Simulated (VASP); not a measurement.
# TaAs (P1) in VASP: relaxation of the atoms with LDA

Aim: the relaxation of the atoms of TaAs with LDA.

All numbers are computed with VASP 6.6.1; they aren't measurements. Logs are shortened: lines on timing, memory, paths and dates and some standing lists are left out, and cuts for length are marked.

## 1. The cell of the first run

The typed cell holds 4 atoms: a = 6.353 Å, b = 6.353 Å, c = 6.353 Å, α = 148.55°, β = 148.55°, γ = 45.07°.

## 2. Relaxation of the atoms, LDA

Input file INCAR:

```
SYSTEM = TaAs
PREC     = Accurate       ! precision mode
ENCUT    = 450            ! plane-wave cutoff, eV
EDIFF    = 1E-7           ! SCF threshold, eV
ISMEAR   = 0              ! smearing method
SIGMA    = 0.02           ! smearing width, eV
LREAL    = .FALSE.        ! projectors in reciprocal space
LASPH    = .TRUE.         ! aspherical terms in the spheres
NELM     = 120            ! most SCF steps
ALGO     = Normal         ! electronic algorithm
ISIF     = 2              ! what is computed and relaxed
LWAVE    = .FALSE.        ! write WAVECAR
LCHARG   = .FALSE.        ! write CHGCAR
IBRION   = 2              ! ionic algorithm
NSW      = 80             ! ionic steps
EDIFFG   = -0.01          ! ionic threshold
GGA_COMPAT= .FALSE.      
NELMIN   = 4
```

Input file KPOINTS:

```
regular mesh
0
G
  5 5 5
  0 0 0
```

Input file POSCAR:

```
TaAs
1.0
   -1.7218130000      1.7218130000      5.8679420000
    1.7218130000     -1.7218130000      5.8679420000
    1.7218130000      1.7218130000     -5.8679420000
Ta As
2 2
Direct
    0.4737139364      0.9953006291      0.4890344564
    0.7341097304      0.7316662861     -0.0177788354
    0.1070306515      0.5919870042      0.5276451568
    0.3457568544      0.3391876455      0.0262062775
```

Potentials or basis: VASP PAW LDA potentials, release 64 (Ta_pv, As).

Run with:

```bash
> cat potpaw_LDA.64/Ta_pv/POTCAR potpaw_LDA.64/As/POTCAR > POTCAR
> mpirun -np 1 vasp_std > vasp.out
```

OUTCAR:

```text
SYSTEM = TaAs
   PREC = Accurate
   ENCUT = 450
   EDIFF = 1E-7
   ISMEAR = 0
   LREAL = .FALSE.
   LASPH = .TRUE.
   NELM = 120
   ISIF = 2
   IBRION = 2
   NSW = 80
   EDIFFG = -0.01
   NELMIN = 4

 ion  position               nearest neighbor table
   1  0.474  0.995  0.489-   4 2.55   4 2.57   3 2.60   3 2.60   3 2.76   3 2.77   2 3.37   2 3.39
                             2 3.40   2 3.45
   2  0.734  0.732  0.982-   3 2.45   4 2.54   3 2.58   4 2.64   4 2.65   4 2.74   1 3.37   1 3.39
                             1 3.40   1 3.45
   3  0.107  0.592  0.528-   2 2.45   2 2.58   1 2.60   1 2.60   1 2.76   1 2.77
   4  0.346  0.339  0.026-   2 2.54   1 2.55   1 2.57   2 2.64   2 2.65   2 2.74

  LATTYP: Found a body centered tetragonal cell.
 ALAT       =     3.4436260000
 C/A-ratio  =     3.4080019143

  Lattice vectors:

 A1 = (  -1.7218130000,   1.7218130000,   5.8679420000)
 A2 = (   1.7218130000,  -1.7218130000,   5.8679420000)
 A3 = (   1.7218130000,   1.7218130000,  -5.8679420000)

Analysis of symmetry for initial positions (statically):
=====================================================================
 Subroutine PRICEL returns:
 Original cell was already a primitive cell.

 Routine SETGRP: Setting up the symmetry group for a
 body centered tetragonal supercell.

 Subroutine GETGRP returns: Found  1 space group operations
 (whereof  1 operations were pure point group operations)
 out of a pool of 16 trial point group operations.

The static configuration has the point symmetry C_1 .

Analysis of symmetry for dynamics (positions and initial velocities):
=====================================================================
 Subroutine PRICEL returns:
 Original cell was already a primitive cell.

 Routine SETGRP: Setting up the symmetry group for a
 body centered tetragonal supercell.

 Subroutine GETGRP returns: Found  1 space group operations
 (whereof  1 operations were pure point group operations)
 out of a pool of 16 trial point group operations.

The dynamic configuration has the point symmetry C_1 .

 Subroutine INISYM returns: Found  1 space group operations
 (whereof  1 operations are pure point group operations),
 and found     1 'primitive' translations

----------------------------------------------------------------------------------------

                                     Primitive cell

  volume of cell :      69.5853

  direct lattice vectors                    reciprocal lattice vectors
    -1.721813000  1.721813000  5.867942000     0.000000000  0.290391581  0.085208750
     1.721813000 -1.721813000  5.867942000     0.290391581  0.000000000  0.085208750
     1.721813000  1.721813000 -5.867942000     0.290391581  0.290391581  0.000000000

  length of vectors
     6.353111311  6.353111311  6.353111311     0.302634766  0.302634766  0.410675713

  position of ions in fractional coordinates (direct lattice)
     0.473713936  0.995300629  0.489034456
     0.734109730  0.731666286  0.982221165
     0.107030651  0.591987004  0.527645157
     0.345756854  0.339187645  0.026206278

  ion indices of the primitive-cell ions
   primitive index   ion index
                 1           1
                 2           2
                 3           3
                 4           4

----------------------------------------------------------------------------------------

 KPOINTS: regular mesh

Automatic generation of k-mesh.
 Grid dimensions read from file:
 generate k-points for:    5    5    5

 Generating k-lattice:

  Cartesian coordinates                     Fractional coordinates (reciprocal lattice)
     0.000000000  0.058078316  0.017041750     0.200000000  0.000000000 -0.000000000
     0.058078316  0.000000000  0.017041750     0.000000000  0.200000000 -0.000000000
     0.058078316  0.058078316  0.000000000     0.000000000  0.000000000  0.200000000

  Length of vectors
     0.060526953  0.060526953  0.082135143

  Shift w.r.t. Gamma in fractional coordinates (k-lattice)
     0.000000000  0.000000000  0.000000000

 Subroutine IBZKPT returns following result:
 ===========================================

 Found     63 irreducible k-points:

 Following reciprocal coordinates:
            Coordinates               Weight
  0.000000  0.000000  0.000000      1.000000
  0.200000  0.000000 -0.000000      2.000000
  0.000000  0.200000 -0.000000      2.000000
  0.000000  0.200000 -0.200000      2.000000
  0.200000  0.000000 -0.200000      2.000000
  0.400000  0.000000 -0.000000      2.000000
[... 16 lines left out ...]
  0.000000 -0.200000 -0.200000      2.000000
  0.200000 -0.400000  0.200000      2.000000
 [... further k-points ...]
   k-points           NKPTS =     63   k-points in BZ     NKDIM =     63   number of bands    NBANDS=     20
   number of dos      NEDOS =    301   number of ions     NIONS =      4
   total plane-waves  NPLWV = 110592
   dimension x,y,z NGX =    48 NGY =   48 NGZ =   48
   dimension x,y,z NGXF=    96 NGYF=   96 NGZF=   96
   ions per type =               2   2
   NGX,Y,Z   is equivalent  to a cutoff of  12.56, 12.56, 12.56 a.u.
   NGXF,Y,Z  is equivalent  to a cutoff of  25.12, 25.12, 25.12 a.u.
 SYSTEM =  TaAs
   PREC   = accura    normal or accurate (medium, high low for compatibility)
   ISTART =      0    job   : 0-new  1-cont  2-samecut
   ICHARG =      2    charge: 1-file 2-atom 10-const
   ISPIN  =      1    spin polarized calculation?
   LNONCOLLINEAR =      F non collinear calculations
   LSORBIT =      F    spin-orbit coupling
   LASPH  =      T    aspherical Exc in radial PAW
   ENCUT  =  450.0 eV  33.07 Ry    5.75 a.u.  10.99 10.99 10.99*2*pi/ulx,y,z
   NELM   =    120;   NELMIN=  4; NELMDL= -5     # of ELM steps
   EDIFF  = 0.1E-06   stopping-criterion for ELM
   LREAL  =      F    real-space projection
   EDIFFG = -.1E-01   stopping-criterion for IOM
   NSW    =     80    number of steps for IOM
   IBRION =      2    ionic relax: 0-MD 1-quasi-New 2-CG
   NFREE  =      1    steps in history (QN), initial steepest desc. (CG)
   ISIF   =      2    stress and relaxation
   ISYM   =      2    0-nonsym 1-usesym 2-fastsym
   POTIM  = 0.5000    time-step for ionic-motion
   TEBEG  =    0.0;   TEEND  =   0.0 temperature during run
   PSTRESS=    0.0 pullay stress
   NELECT =      32.0000    total number of electrons
   NUPDOWN=      -1.0000    fix difference up-down
   EMIN   =  10.00;   EMAX   =-10.00  energy-range for DOS
   EFERMI =   0.00;   METHOD = LEGACY
   ISMEAR =     0;   SIGMA  =   0.02  broadening in eV -4-tet -1-fermi 0-gaus
   EFERMI_NEDOS =   21; number of points for ismear=-14 and -15
   IALGO  =     38    algorithm
   IMIX   =      4    mixing-type and parameters
     AMIX     =   0.40;   BMIX     =  1.00
     AMIX_MAG =   1.60;   BMIX_MAG =  1.00
  volume/ion in A,a.u.               =      17.40       117.40
  Fermi-wavevector in a.u.,A,eV,Ry     =   1.263627  2.387909 21.725147  1.596753
  Thomas-Fermi vector in A             =   2.396974
   LORBIT       =      0    0 simple, 1 ext, 2 COOP (PROOUT), +10 PAW based schemes
   GGA     = CA    functional components
   LHFCALC =     F    Hartree Fock is set to
   AEXX    =    0.0000 exact exchange contribution
   IVDW    =     0    specifies the selected vdW correction
   LEPSILON=     F    determine dielectric tensor
   LRPA    =     F    only Hartree local field effects (RPA)
 conjugate gradient relaxation of ions
 non-spin polarized calculation
 Gauss-broadening in eV      SIGMA  =   0.02
  energy-cutoff  :      450.00
  volume of cell :       69.59
 maximum number of plane-waves:      1528
 NGX is ok and might be reduce to    48
   NGX = 21   NGY = 21   NGZ = 21

--------------------------------------- Ionic step        1  -------------------------------------------

 number of electron      32.0000001 magnetization

 Free energy of the ion-electron system (eV)
  ---------------------------------------------------
  ext. energy  EPLUGINS =         0.00000000
  ---------------------------------------------------
  free energy    TOTEN  =       -38.55923209 eV

  energy without entropy =      -38.55923209  energy(sigma->0) =      -38.55923209

------------------------ aborting loop because EDIFF is reached ----------------------------------------

  FORCE on cell =-STRESS in cart. coord.  units (eV):
  Direction    XX          YY          ZZ          XY          YZ          ZX
  --------------------------------------------------------------------------------------
  -------------------------------------------------------------------------------------
  Total       -2.6284294     -2.2144818     -0.7953798      0.1598381     -0.2367274     -0.6202389
  in kB      -60.5186364    -50.9876430    -18.3133325      3.6802149     -5.4505632    -14.2807759
  external PRESSURE =     -43.2732040 kB  Pullay stress =       0.0000000 kB
[... 289 lines left out ...]
  energy  without entropy=      -38.8548245566  energy(sigma->0) =      -38.85482456

--------------------------------------- Ionic step        9  -------------------------------------------

 number of electron      32.0000001 magnetization

 Free energy of the ion-electron system (eV)
  ---------------------------------------------------
  ext. energy  EPLUGINS =         0.00000000
  ---------------------------------------------------
  free energy    TOTEN  =       -38.85482761 eV

  energy without entropy =      -38.85482761  energy(sigma->0) =      -38.85482761

 E-fermi :   6.9352     XC(G=0): -12.0574

 val. band max:        6.8024965956   @ k =  -0.4000   0.4000  -0.4000
 cond. band min:       7.0529518932   @ k =   0.4000   0.0000  -0.0000
 fundamental gap:      0.2504552975
 Fermi energy:         6.9352019340

 k-point     1 :       0.0000    0.0000    0.0000
  band No.  band energies     occupation
      1     -27.8746      2.00000
      2     -27.8294      2.00000
      3     -27.8293      2.00000
      4     -27.6730      2.00000
      5     -27.6729      2.00000
      6     -27.6332      2.00000
[... 12 lines left out ...]
     19       9.2431      0.00000
[... 513 lines left out ...]
      4     -27.7746      2.00000
      5     -27.7078      2.00000
      6     -27.6558      2.00000
[... 12 lines left out ...]
     19       9.2311      0.00000
     20       9.7917      0.00000

 [... further k-points ...]

------------------------ aborting loop because EDIFF is reached ----------------------------------------

  FORCE on cell =-STRESS in cart. coord.  units (eV):
  Direction    XX          YY          ZZ          XY          YZ          ZX
  --------------------------------------------------------------------------------------
  -------------------------------------------------------------------------------------
  Total       -2.7448554     -2.7438589     -2.8647344     -0.0000070     -0.0044895     -0.0020737
  in kB      -63.1993035    -63.1763581    -65.9594733     -0.0001612     -0.1033683     -0.0477462
  external PRESSURE =     -64.1117116 kB  Pullay stress =       0.0000000 kB
[... 19 lines left out ...]
  FREE ENERGIE OF THE ION-ELECTRON SYSTEM (eV)
  ---------------------------------------------------
  free  energy   TOTEN  =       -38.8548276142 eV

  energy  without entropy=      -38.8548276142  energy(sigma->0) =      -38.85482761

 reached required accuracy - stopping structural energy minimisation
```

Wall time 11 min (1 thread of Intel Xeon Platinum 8259CL at 2.50GHz (Skylake/Cascade Lake), shared host); peak memory 0.3 GiB.

Results:

```yaml
Free_energy: -38.8548 eV
Energy_gained_by_relaxing: 73.9 meV/atom
Ionic_steps: 9
Pressure_after_relaxing: -6.4 GPa
Largest_force_after_relaxing: 0.006 eV/Å
Band_gap_on_the_k_mesh: 0.25 eV (least direct gap 0.35 eV)
```

Forces in eV/Å, atoms in the order of the input:
```
Ta  -0.003  0.004 -0.004
Ta   0.003 -0.005 -0.001
As   0.002 -0.001  0.005
As  -0.003  0.002  0.000
```

Stress tensor (GPa, compression positive):
```
-6.32  0.00  0.00
 0.00 -6.32 -0.01
 0.00 -0.01 -6.60
```

The path:
| step | energy change (eV) | largest force (eV/Å) | pressure (GPa) |
| --- | --- | --- | --- |
| 1 | 0.0000 | 2.5021 | -4.33 |
| 2 | -0.2810 | 0.5324 | -6.35 |
| 3 | -0.2837 | 0.3897 | -6.35 |
| 4 | -0.2927 | 0.1196 | -6.40 |
| 5 | -0.2935 | 0.1358 | -6.40 |
| 6 | -0.2949 | 0.0782 | -6.41 |
| 7 | -0.2955 | 0.0433 | -6.41 |
| 8 | -0.2956 | 0.0107 | -6.41 |
| 9 | -0.2956 | 0.0064 | -6.41 |

Final structure:
```
Ta As
1.0
    -1.72181    1.72181    5.86794
     1.72181   -1.72181    5.86794
     1.72181    1.72181   -5.86794
Ta As
2 2
Cartesian
  1.7317 0.0116 5.8148
  0.0096 0.0122 8.7485
  1.7314 0.0119 0.9147
  0.0099 0.0119 3.8490
```

Levels at points of the mesh, in eV from the valence-band top:
```
           k point  band 12  band 13  band 14  band 15  band 16  band 17  band 18  band 19  band 20
(0.00, 0.00, 0.00)    -2.32    -2.20    -1.83    -1.48    -1.48     1.01     1.66     2.44     3.22
```

Caveat: spin-orbit coupling is left out, which moves the levels of the heavy elements.
